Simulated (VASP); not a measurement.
# SiAs3 (Pm-3n) in VASP: relaxation of cell and atoms with PBE

Aim: the relaxation of cell and atoms of SiAs3 with PBE.

Everything below comes from runs of VASP 6.6.1. Logs are shortened: lines on timing, memory, paths and dates and some standing lists are left out, and cuts for length are marked.

## (1) The cell of the first run

Symmetry: Pm-3n, No. 223, cubic system. The conventional cell has a = 5.376 Å, b = 5.376 Å, c = 5.376 Å, α = 90.00°, β = 90.00°, γ = 90.00°. Si (site symmetry m-3) has 12 As at 3.01 Å within 4.0 Å. Within 3.5 Å of As (site symmetry -4m2) lie 10 As at 2.69 to 3.29 Å and 4 Si at 3.01 Å.

The cell was built from a structure type or drawn by symmetry, and may not be a known phase.

## (2) Relaxation of cell and atoms, PBE

Input file INCAR:

```
SYSTEM = SiAs3
PREC     = Accurate       ! precision mode
ENCUT    = 600            ! plane-wave cutoff, eV
EDIFF    = 1E-6           ! SCF threshold, eV
ISMEAR   = 0              ! smearing method
SIGMA    = 0.1            ! smearing width, eV
LREAL    = .False.        ! projectors in reciprocal space
LASPH    = .True.         ! aspherical terms in the spheres
NELM     = 60             ! most SCF steps
ALGO     = Normal         ! electronic algorithm
ISIF     = 3              ! what is computed and relaxed
LWAVE    = .False.        ! write WAVECAR
LCHARG   = .False.        ! write CHGCAR
GGA      = PE             ! functional
IBRION   = 2              ! ionic algorithm
NSW      = 100            ! ionic steps
EDIFFG   = -0.01          ! ionic threshold
```

Input file KPOINTS:

```
Automatic mesh
0
Gamma
  8 8 8
  0 0 0
```

Input file POSCAR:

```
SiAs3
1.0
    5.3756171600      0.0000000000      0.0000000000
    0.0000000000      5.3756171600      0.0000000000
    0.0000000000      0.0000000000      5.3756171600
Si As
2 6
Direct
    0.0000000000      0.0000000000      0.0000000000
    0.5000000000      0.5000000000      0.5000000000
    0.2500000000      0.0000000000      0.5000000000
    0.7500000000      0.0000000000      0.5000000000
    0.0000000000      0.5000000000      0.2500000000
    0.0000000000      0.5000000000      0.7500000000
    0.5000000000      0.7500000000      0.0000000000
    0.5000000000      0.2500000000      0.0000000000
```

Potentials or basis: VASP PAW PBE potentials, release 64 (Si, As).

Started as:

```
$ cat potpaw_PBE.64/Si/POTCAR potpaw_PBE.64/As/POTCAR > POTCAR
$ mpirun -np 1 vasp_std > vasp.out
```

OUTCAR:

```text
SYSTEM = SiAs3
   PREC = Accurate
   ENCUT = 600
   EDIFF = 1E-6
   ISMEAR = 0
   LREAL = .False.
   LASPH = .True.
   NELM = 60
   ISIF = 3
   GGA = PE
   IBRION = 2
   NSW = 100
   EDIFFG = -0.01

 ion  position               nearest neighbor table
   1  0.000  0.000  0.000-   3 3.01   4 3.01   5 3.01   6 3.01   7 3.01   8 3.01   3 3.01   4 3.01
                             5 3.01   6 3.01   7 3.01   8 3.01
   2  0.500  0.500  0.500-   3 3.01   4 3.01   5 3.01   6 3.01   7 3.01   8 3.01   7 3.01   8 3.01
                             3 3.01   4 3.01   5 3.01   6 3.01
   3  0.250  0.000  0.500-   4 2.69   4 2.69   1 3.01   1 3.01   2 3.01   2 3.01
   4  0.750  0.000  0.500-   3 2.69   3 2.69   1 3.01   1 3.01   2 3.01   2 3.01
   5  0.000  0.500  0.250-   6 2.69   6 2.69   1 3.01   2 3.01   1 3.01   2 3.01
   6  0.000  0.500  0.750-   5 2.69   5 2.69   1 3.01   2 3.01   1 3.01   2 3.01
   7  0.500  0.750  0.000-   8 2.69   8 2.69   1 3.01   2 3.01   2 3.01   1 3.01
   8  0.500  0.250  0.000-   7 2.69   7 2.69   1 3.01   2 3.01   2 3.01   1 3.01

  LATTYP: Found a simple cubic cell.
 ALAT       =     5.3756171600

  Lattice vectors:

 A1 = (   5.3756171600,   0.0000000000,   0.0000000000)
 A2 = (   0.0000000000,   5.3756171600,   0.0000000000)
 A3 = (   0.0000000000,   0.0000000000,   5.3756171600)

Analysis of symmetry for initial positions (statically):
=====================================================================
 Subroutine PRICEL returns:
 Original cell was already a primitive cell.

 Routine SETGRP: Setting up the symmetry group for a
 simple cubic supercell.

 Subroutine GETGRP returns: Found 48 space group operations
 (whereof 24 operations were pure point group operations)
 out of a pool of 48 trial point group operations.

The static configuration has the point symmetry T_h .
 The point group associated with its full space group is O_h .

Analysis of symmetry for dynamics (positions and initial velocities):
=====================================================================
 Subroutine PRICEL returns:
 Original cell was already a primitive cell.

 Routine SETGRP: Setting up the symmetry group for a
 simple cubic supercell.

 Subroutine GETGRP returns: Found 48 space group operations
 (whereof 24 operations were pure point group operations)
 out of a pool of 48 trial point group operations.

The dynamic configuration has the point symmetry T_h .
 The point group associated with its full space group is O_h .

 Subroutine INISYM returns: Found 48 space group operations
 (whereof 24 operations are pure point group operations),
 and found     1 'primitive' translations

----------------------------------------------------------------------------------------
[... 119 lines left out ...]
   EFERMI =   0.00;   METHOD = LEGACY
   ISMEAR =     0;   SIGMA  =   0.10  broadening in eV -4-tet -1-fermi 0-gaus
   EFERMI_NEDOS =   21; number of points for ismear=-14 and -15
   IALGO  =     38    algorithm
   IMIX   =      4    mixing-type and parameters
     AMIX     =   0.40;   BMIX     =  1.00
     AMIX_MAG =   1.60;   BMIX_MAG =  1.00
  volume/ion in A,a.u.               =      19.42       131.04
  Fermi-wavevector in a.u.,A,eV,Ry     =   1.023861  1.934817 14.262872  1.048291
  Thomas-Fermi vector in A             =   2.157617
   LORBIT       =      0    0 simple, 1 ext, 2 COOP (PROOUT), +10 PAW based schemes
   GGA     = PE    functional components
   LHFCALC =     F    Hartree Fock is set to
   AEXX    =    0.0000 exact exchange contribution
   IVDW    =     0    specifies the selected vdW correction
   LEPSILON=     F    determine dielectric tensor
   LRPA    =     F    only Hartree local field effects (RPA)
 conjugate gradient relaxation of ions
 non-spin polarized calculation
 Gauss-broadening in eV      SIGMA  =   0.10
  energy-cutoff  :      600.00
  volume of cell :      155.34
 maximum number of plane-waves:      5232
 NGX is ok and might be reduce to    48
   NGX = 21   NGY = 21   NGZ = 21

--------------------------------------- Ionic step        1  -------------------------------------------

 number of electron      38.0000003 magnetization

 Free energy of the ion-electron system (eV)
  ---------------------------------------------------
  ext. energy  EPLUGINS =         0.00000000
  ---------------------------------------------------
  free energy    TOTEN  =       -33.80093994 eV

  energy without entropy =      -33.77849456  energy(sigma->0) =      -33.78971725

------------------------ aborting loop because EDIFF is reached ----------------------------------------

  FORCE on cell =-STRESS in cart. coord.  units (eV):
  Direction    XX          YY          ZZ          XY          YZ          ZX
  --------------------------------------------------------------------------------------
  -------------------------------------------------------------------------------------
  Total       -2.2546398     -2.2546398     -2.2546398     -0.0000000      0.0000000      0.0000000
  in kB      -23.2542720    -23.2542720    -23.2542720     -0.0000000      0.0000000      0.0000000
  external PRESSURE =     -23.2542720 kB  Pullay stress =       0.0000000 kB
[... 71 lines left out ...]
--------------------------------------- Ionic step        3  -------------------------------------------

 number of electron      37.9999995 magnetization

 Free energy of the ion-electron system (eV)
  ---------------------------------------------------
  ext. energy  EPLUGINS =         0.00000000
  ---------------------------------------------------
  free energy    TOTEN  =       -33.83926513 eV

  energy without entropy =      -33.81956367  energy(sigma->0) =      -33.82941440

 E-fermi :   6.8073     XC(G=0): -10.6600

 val. band max:        6.7676222785   @ k =   0.2500   0.2500   0.0000
 cond. band min:       6.8103588341   @ k =   0.2500   0.2500   0.1250
 fundamental gap:      0.0427365556
 Fermi energy:         6.8073234924

 k-point     1 :       0.0000    0.0000    0.0000
  band No.  band energies     occupation
      1      -8.0044      2.00000
      2      -4.8249      2.00000
      3      -4.8249      2.00000
      4      -2.5912      2.00000
      5      -2.5912      2.00000
      6      -2.5912      2.00000
[... 637 lines left out ...]
     23       8.2563      0.00000
     24       8.3398      0.00000

 [... further k-points ...]

------------------------ aborting loop because EDIFF is reached ----------------------------------------

  FORCE on cell =-STRESS in cart. coord.  units (eV):
  Direction    XX          YY          ZZ          XY          YZ          ZX
  --------------------------------------------------------------------------------------
  -------------------------------------------------------------------------------------
  Total        0.0079849      0.0079849      0.0079849      0.0000000      0.0000000     -0.0000000
  in kB        0.0851595      0.0851595      0.0851595      0.0000000      0.0000000     -0.0000000
  external PRESSURE =       0.0851595 kB  Pullay stress =       0.0000000 kB
[... 23 lines left out ...]
  FREE ENERGIE OF THE ION-ELECTRON SYSTEM (eV)
  ---------------------------------------------------
  free  energy   TOTEN  =       -33.8392651263 eV

  energy  without entropy=      -33.8195636665  energy(sigma->0) =      -33.82941440

 reached required accuracy - stopping structural energy minimisation
```

OSZICAR:

```text
N       E                     dE             d eps       ncg     rms          rms(c)
DAV:   1     0.148372616022E+03    0.14837E+03   -0.16593E+04  1680   0.148E+03
[... 22 lines left out ...]
       N       E                     dE             d eps       ncg     rms          rms(c)
DAV:   1    -0.338417140373E+02   -0.45192E-02   -0.85177E-02  1680   0.130E+00    0.263E-01
DAV:   2    -0.338401028303E+02    0.16112E-02   -0.43150E-03  1888   0.323E-01    0.135E-01
DAV:   3    -0.338392946867E+02    0.80814E-03   -0.20717E-03  1912   0.188E-01    0.274E-02
DAV:   4    -0.338392676689E+02    0.27018E-04   -0.12588E-04  2016   0.523E-02    0.153E-02
DAV:   5    -0.338392642269E+02    0.34420E-05   -0.21786E-05  2104   0.173E-02    0.935E-03
DAV:   6    -0.338392651263E+02   -0.89942E-06   -0.41196E-06  1032   0.502E-03
   3 F= -.33839265E+02 E0= -.33829414E+02  d E =-.383252E-01
```

Run time: 4.6 min. Hardware: 1 thread of Intel Xeon Platinum 8488C (Sapphire Rapids), shared host; peak memory 0.4 GiB.

Results:

- Free energy: -33.8393 eV
- Relaxed volume: 18.78 Å³/atom
- Relaxed cell: a = 5.316 Å, b = 5.316 Å, c = 5.316 Å, α = 90.00°, β = 90.00°, γ = 90.00°
- Space group after relaxing (to 0.1 Å): Pm-3n (No. 223)
- Energy gained by relaxing: 4.8 meV/atom
- Ionic steps: 3
- Pressure after relaxing: 0.0 GPa
- Band gap on the k mesh: zero (bands 19 and 20 overlap by 1.98 eV)

Step by step:
| step | energy change (eV) | largest force (eV/Å) | pressure (GPa) | volume (Å³) |
| --- | --- | --- | --- | --- |
| 1 | 0.0000 | 0.0000 | -2.33 | 155.34 |
| 2 | -0.0363 | 0.0000 | 0.59 | 149.09 |
| 3 | -0.0383 | 0.0000 | 0.01 | 150.23 |

Final structure:
```yaml
crystal:
  lattice:
    - [5.31597, 0.00000, 0.00000]
    - [0.00000, 5.31597, 0.00000]
    - [0.00000, 0.00000, 5.31597]
  atoms:
    - { symbol: Si, position: [0.00000, 0.00000, 0.00000] }
    - { symbol: Si, position: [0.50000, 0.50000, 0.50000] }
    - { symbol: As, position: [0.25000, 0.00000, 0.50000] }
    - { symbol: As, position: [0.75000, 0.00000, 0.50000] }
    - { symbol: As, position: [0.00000, 0.50000, 0.25000] }
    - { symbol: As, position: [0.00000, 0.50000, 0.75000] }
    - { symbol: As, position: [0.50000, 0.75000, 0.00000] }
    - { symbol: As, position: [0.50000, 0.25000, 0.00000] }
```
